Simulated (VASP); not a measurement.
Set up this calculation in VASP 6.6.1, as the native input.

```
Task                   : single point
Functional             : PBE
Potentials or basis    : VASP PAW PBE potentials, release 64 (B, P)
Cutoff                 : 520 eV
k mesh                 : 16 × 16 × 16
Occupations            : fermi-dirac, width 0.02 eV
Spin                   : no spin polarisation
Dipole correction      : no
Further INCAR settings : ALGO = Normal; EDIFF = 1e-06; NBANDS = 11
```

The structure of BP lies in POSCAR:

```
BP
1.0
    0.0000000000      2.3135014941      2.3135014941
    2.3135014941      0.0000000000      2.3135014941
    2.3135014941      2.3135014941      0.0000000000
B P
1 1
Direct
    0.0000000000      0.0000000000      0.0000000000
    0.2500000000      0.2500000000      0.2500000000
```

This cell differs from its parent crystal: volume scaled by 1.06, then relaxed in part.

One way to write it, as run:

INCAR

```
SYSTEM = BP
  PREC = Accurate
  ENCUT = 520
  EDIFF = 1E-6
  ISMEAR = -1
  SIGMA = 0.02
  LREAL = .FALSE.
  LASPH = .TRUE.
  NELM = 60
  ALGO = Normal
  ISIF = 2
  LWAVE = .FALSE.
  LCHARG = .TRUE.
  GGA = PE
  LELF = .TRUE.
  LVHAR = .TRUE.
  NBANDS = 11
```

KPOINTS

```
regular mesh
0
G
  16 16 16
  0 0 0
```

Potentials or basis: VASP PAW PBE potentials, release 64 (B, P).

Launch:

```sh
$ cat potpaw_PBE.64/B/POTCAR potpaw_PBE.64/P/POTCAR > POTCAR
$ mpirun -np 1 vasp_std > vasp.out
```

Results of the run:

| Quantity | Value |
| --- | --- |
| Pressure | -7.7 GPa |
| Band gap on the k mesh | 1.34 eV, indirect (least direct gap 3.32 eV) |

It took 77 s on 1 thread of AMD EPYC 7R13, with other jobs on the host, peak memory 0.13 GiB.
